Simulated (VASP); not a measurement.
# Rh (R-3m) in VASP: notebook

Runs on Rh. Level: PBE. Tasks: single point.

All numbers are computed with VASP 6.6.1; they aren't measurements. Logs are shortened: lines on timing, memory, paths and dates and some standing lists are left out, and cuts for length are marked.

### Step 1. The cell of the first run

It takes space group R-3m (No. 166, trigonal). The conventional cell has a = 2.755 Å, b = 2.755 Å, c = 6.276 Å, α = 90.00°, β = 90.00°, γ = 120.00°. Rh (site symmetry -3m) has 12 Rh at 2.63 to 2.76 Å within 3.5 Å.

### Step 2. Single point, PBE

INCAR

```
SYSTEM = Rh
PREC = Accurate
ENCUT = 520
EDIFF = 1E-6
ISMEAR = 0
SIGMA = 0.15
LREAL = .False.
LASPH = .True.
NELM = 60
ALGO = Fast
ISIF = 2
LWAVE = .False.
LCHARG = .False.
GGA = PE
NBANDS = 14
```

KPOINTS

```
Automatic mesh
0
Gamma
  24 24 24
  0 0 0
```

POSCAR

```
Rh
1.0
   -0.0909117911      1.8571980184      1.8571980184
    1.8571980184     -0.0909117911      1.8571980184
    1.8571980184      1.8571980184     -0.0909117911
Rh
1
Direct
    0.0000000000      0.0000000000      0.0000000000
```

Potentials or basis: VASP PAW PBE potentials, release 64 (Rh_pv).

The run is started by

```
$ cat potpaw_PBE.64/Rh_pv/POTCAR > POTCAR
$ mpirun -np 1 vasp_std > vasp.out
```

OUTCAR:

```text
SYSTEM = Rh
   PREC = Accurate
   ENCUT = 520
   EDIFF = 1E-6
   ISMEAR = 0
   LREAL = .False.
   LASPH = .True.
   NELM = 60
   ISIF = 2
   GGA = PE

 ion  position               nearest neighbor table
   1  0.000  0.000  0.000-

  LATTYP: Found a trigonal (rhomboedric) cell.
 ALAT       =     2.6280475477
 COS(alpha) =     0.4505091948

  Lattice vectors:

 A1 = (  -0.0909117911,   1.8571980184,   1.8571980184)
 A2 = (   1.8571980184,  -0.0909117911,   1.8571980184)
 A3 = (   1.8571980184,   1.8571980184,  -0.0909117911)

Analysis of symmetry for initial positions (statically):
=====================================================================
 Subroutine PRICEL returns:
 Original cell was already a primitive cell.

 Routine SETGRP: Setting up the symmetry group for a
 trigonal (rhombohedral) supercell.

 Subroutine GETGRP returns: Found 12 space group operations
 (whereof 12 operations were pure point group operations)
 out of a pool of 12 trial point group operations.

The static configuration has the point symmetry D_3d.

Analysis of symmetry for dynamics (positions and initial velocities):
=====================================================================
 Subroutine PRICEL returns:
 Original cell was already a primitive cell.

 Routine SETGRP: Setting up the symmetry group for a
 trigonal (rhombohedral) supercell.

 Subroutine GETGRP returns: Found 12 space group operations
 (whereof 12 operations were pure point group operations)
 out of a pool of 12 trial point group operations.

The dynamic configuration has the point symmetry D_3d.

 Subroutine INISYM returns: Found 12 space group operations
 (whereof 12 operations are pure point group operations),
 and found     1 'primitive' translations

----------------------------------------------------------------------------------------

                                     Primitive cell

  volume of cell :      13.7516

  direct lattice vectors                    reciprocal lattice vectors
    -0.090911791  1.857198018  1.857198018    -0.250219569  0.263098518  0.263098518
     1.857198018 -0.090911791  1.857198018     0.263098518 -0.250219569  0.263098518
     1.857198018  1.857198018 -0.090911791     0.263098518  0.263098518 -0.250219569

  length of vectors
     2.628047548  2.628047548  2.628047548     0.448387659  0.448387659  0.448387659

  position of ions in fractional coordinates (direct lattice)
     0.000000000  0.000000000  0.000000000

  ion indices of the primitive-cell ions
[... 84 lines left out ...]
   PSTRESS=    0.0 pullay stress
   NELECT =      15.0000    total number of electrons
   NUPDOWN=      -1.0000    fix difference up-down
   EMIN   =  10.00;   EMAX   =-10.00  energy-range for DOS
   EFERMI =   0.00;   METHOD = LEGACY
   ISMEAR =     0;   SIGMA  =   0.15  broadening in eV -4-tet -1-fermi 0-gaus
   EFERMI_NEDOS =   21; number of points for ismear=-14 and -15
   IALGO  =     68    algorithm
   IMIX   =      4    mixing-type and parameters
     AMIX     =   0.40;   BMIX     =  1.00
     AMIX_MAG =   1.60;   BMIX_MAG =  1.00
  volume/ion in A,a.u.               =      13.75        92.80
  Fermi-wavevector in a.u.,A,eV,Ry     =   1.685211  3.184586 38.639656  2.839935
  Thomas-Fermi vector in A             =   2.768095
   LORBIT       =      0    0 simple, 1 ext, 2 COOP (PROOUT), +10 PAW based schemes
   GGA     = PE    functional components
   LHFCALC =     F    Hartree Fock is set to
   AEXX    =    0.0000 exact exchange contribution
   IVDW    =     0    specifies the selected vdW correction
   LEPSILON=     F    determine dielectric tensor
   LRPA    =     F    only Hartree local field effects (RPA)
 non-spin polarized calculation
 RMM-DIIS sequential band-by-band and
 Gauss-broadening in eV      SIGMA  =   0.15
  energy-cutoff  :      520.00
  volume of cell :       13.75
 maximum number of plane-waves:       380
   NGX =  9   NGY =  9   NGZ =  9

 number of electron      15.0000000 magnetization

 Free energy of the ion-electron system (eV)
  ---------------------------------------------------
  ext. energy  EPLUGINS =         0.00000000
  ---------------------------------------------------
  free energy    TOTEN  =        -7.20058731 eV

  energy without entropy =       -7.18533993  energy(sigma->0) =       -7.19296362

 E-fermi :  11.8853     XC(G=0): -14.0245

 val. band max:       11.8837338024   @ k =  -0.2500   0.3750   0.0833
 cond. band min:      11.8860391553   @ k =   0.4583   0.4583   0.4167
 fundamental gap:      0.0023053529
 Fermi energy:        11.8853043240

 k-point     1 :       0.0000    0.0000    0.0000
  band No.  band energies     occupation
      1     -34.4729      2.00000
      2     -34.4729      2.00000
      3     -34.4565      2.00000
      4       3.9500      2.00000
      5       8.4552      2.00000
      6       8.4552      2.00000
      7       9.4326      2.00000
      8      10.9923      2.00000
      9      10.9923      2.00000
     10      27.8440      0.00000
     11      32.4507      0.00000
     12      32.6520      0.00000
     13      32.6520      0.00000
     14      35.0465      0.00000
[... 377 lines left out ...]
      1     -35.1674      2.00000
      2     -34.5615      2.00000
      3     -34.5382      2.00000
      4       5.8561      2.00000
      5       8.2802      2.00000
      6       9.3931      2.00000
      7      11.2552      2.00000
      8      12.3774      0.00000
      9      12.9656      0.00000
     10      20.7675      0.00000
     11      27.8582      0.00000
     12      32.4509      0.00000
     13      32.8734      0.00000
     14      34.4107      0.00000

 [... further k-points ...]

------------------------ aborting loop because EDIFF is reached ----------------------------------------

  FORCE on cell =-STRESS in cart. coord.  units (eV):
  Direction    XX          YY          ZZ          XY          YZ          ZX
  --------------------------------------------------------------------------------------
  -------------------------------------------------------------------------------------
  Total        0.6604911      0.6604911      0.6604911      0.8179774      0.8179774      0.8179774
  in kB       76.9527803     76.9527803     76.9527803     95.3012652     95.3012652     95.3012652
  external PRESSURE =      76.9527803 kB  Pullay stress =       0.0000000 kB

 VOLUME and BASIS-vectors are now :
 -----------------------------------------------------------------------------
  energy-cutoff  :      520.00
  volume of cell :       13.75
      direct lattice vectors                 reciprocal lattice vectors
    -0.090911791  1.857198018  1.857198018    -0.250219569  0.263098518  0.263098518
     1.857198018 -0.090911791  1.857198018     0.263098518 -0.250219569  0.263098518
     1.857198018  1.857198018 -0.090911791     0.263098518  0.263098518 -0.250219569

 POSITION                                       TOTAL-FORCE (eV/Angst)
 -----------------------------------------------------------------------------------
      0.00000      0.00000      0.00000         0.000000      0.000000     -0.000000
 -----------------------------------------------------------------------------------
    total drift:                               -0.000000     -0.000000     -0.000000

  FREE ENERGIE OF THE ION-ELECTRON SYSTEM (eV)
  ---------------------------------------------------
  free  energy   TOTEN  =        -7.2005873148 eV

  energy  without entropy=       -7.1853399322  energy(sigma->0) =       -7.19296362
```

OSZICAR:

```text
N       E                     dE             d eps       ncg     rms          rms(c)
DAV:   1     0.120236329011E+03    0.12024E+03   -0.87560E+03 36914   0.115E+03
DAV:   2    -0.611464482288E+01   -0.12635E+03   -0.12077E+03 40568   0.341E+02
DAV:   3    -0.768183039586E+01   -0.15672E+01   -0.15644E+01 44270   0.417E+01
DAV:   4    -0.768767267245E+01   -0.58423E-02   -0.58420E-02 41846   0.261E+00
DAV:   5    -0.768772410589E+01   -0.51433E-04   -0.51434E-04 43298   0.216E-01    0.102E+01
RMM:   6    -0.721956186189E+01    0.46816E+00   -0.75557E-01 39277   0.854E+00    0.371E+00
RMM:   7    -0.720385130007E+01    0.15711E-01   -0.30569E-02 40324   0.189E+00    0.170E+00
RMM:   8    -0.720084224910E+01    0.30091E-02   -0.55781E-03 43624   0.840E-01    0.225E-01
RMM:   9    -0.720057755850E+01    0.26469E-03   -0.63700E-04 45186   0.284E-01    0.168E-02
RMM:  10    -0.720058968835E+01   -0.12130E-04   -0.64992E-05 45532   0.108E-01    0.158E-02
RMM:  11    -0.720058771027E+01    0.19781E-05   -0.77222E-06 44141   0.372E-02    0.408E-03
RMM:  12    -0.720058731483E+01    0.39543E-06   -0.18268E-06 34024   0.181E-02
   1 F= -.72005873E+01 E0= -.71929636E+01  d E =-.152474E-01
```

stdout:

```text
POSCAR found type information on POSCAR Rh
 POSCAR found :  1 types and       1 ions
 scaLAPACK will be used
 LDA part: xc-table for (Slater+PW92), standard interpolation
 POSCAR, INCAR and KPOINTS ok, starting setup
 FFT: planning ... GRIDC
 FFT: planning ... GRID_SOFT
 FFT: planning ... GRID
 WAVECAR not read
 entering main loop
WARNING in EDDRMM: call to ZHEGV failed, returncode =   8  4     12
WARNING in EDDRMM: call to ZHEGV failed, returncode =   8  4     13
```

Wall time 2.6 min (1 thread of AMD EPYC 7R13 (Zen 3), shared host); peak memory 0.29 GiB.

Results:

```
Free energy : -7.2006 eV
Pressure    : 7.7 GPa
```

### Step 3. Single point, PBE

This run uses another cell than the first one, of the same volume but with other edges.

INCAR

```
PREC = Accurate
ENCUT = 520
EDIFF = 1E-6
ISMEAR = 0
SIGMA = 0.15
LREAL = False
LASPH = True
NELM = 60
ALGO = Fast
ISIF = 2
LWAVE = False
LCHARG = False
GGA = PE
NBANDS = 14
```

KPOINTS

```
Automatic mesh
0
Gamma
  24 24 24
```

POSCAR

```
Rh
1.0
    0.0988473943      1.9522360377      1.9522360377
    1.9522360377      0.0988473943      1.9522360377
    1.9522360377      1.9522360377      0.0988473943
Rh
1
Direct
    0.0000000000      0.0000000000      0.0000000000
```

Potentials or basis: VASP PAW PBE potentials, release 64 (Rh_pv).

The run is started by

```
$ cat potpaw_PBE.64/Rh_pv/POTCAR > POTCAR
$ mpirun -np 1 vasp_std > vasp.out
```

It took 4.4 min on 1 thread of AMD EPYC 7R13 (Zen 3), shared host; peak memory 0.31 GiB.

Results (log left out):

* Free energy: -7.1932 eV
* Pressure: 8.1 GPa

Stress tensor (GPa, compression positive):
```
  8.06 -10.08 -10.08
-10.08   8.06 -10.08
-10.08 -10.08   8.06
```

Levels at points of the mesh, in eV from the Fermi level:
| k point | band 5 | band 6 | band 7 | band 8 | band 9 | band 10 |
| --- | --- | --- | --- | --- | --- | --- |
| (0.00, 0.00, 0.00) | -3.66 | -2.86 | -2.86 | -0.87 | -0.87 | 15.87 |
| (0.50, 0.00, 0.00) | -3.69 | -2.62 | 0.29 | 0.95 | 1.03 | 9.10 |
| (0.50, 0.50, 0.00) | -5.94 | 0.44 | 0.98 | 1.14 | 3.32 | 12.33 |
| (0.50, 0.50, 0.50) | -3.06 | -3.06 | 0.02 | 0.47 | 0.47 | 7.50 |
